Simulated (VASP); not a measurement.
A run of VASP 6.6.1 is set up as follows.

Contents of INCAR:

```
SYSTEM = Al
PREC     = Accurate       ! precision mode
ENCUT    = 520            ! plane-wave cutoff, eV
EDIFF    = 1E-7           ! SCF threshold, eV
ISMEAR   = -1             ! smearing method
SIGMA    = 0.1            ! smearing width, eV
LREAL    = .False.        ! projectors in reciprocal space
LASPH    = .True.         ! aspherical terms in the spheres
NELM     = 100            ! most SCF steps
ALGO     = Normal         ! electronic algorithm
ISIF     = 2              ! what is computed and relaxed
LWAVE    = .False.        ! write WAVECAR
LCHARG   = .True.         ! write CHGCAR
GGA      = PE             ! functional
LELF     = .True.         ! ELF
LVHAR    = .True.       
NBANDS   = 8              ! bands
```

The input KPOINTS:

```
regular mesh
0
Gamma
  22 22 22
  0 0 0
```

The input POSCAR:

```
Al
1.0
    0.0000000000      2.0977292988      2.0977292988
    2.0977292988      0.0000000000      2.0977292988
    2.0977292988      2.0977292988      0.0000000000
Al
1
Direct
    0.0000000000      0.0000000000      0.0000000000
```

Potentials or basis: VASP PAW PBE potentials, release 64 (Al).

The run is started by

```bash
$ cat potpaw_PBE.64/Al/POTCAR > POTCAR
$ mpirun -np 1 vasp_std > vasp.out
```

(1) Estimate the pressure.

Answers

(1) -6.7 GPa.
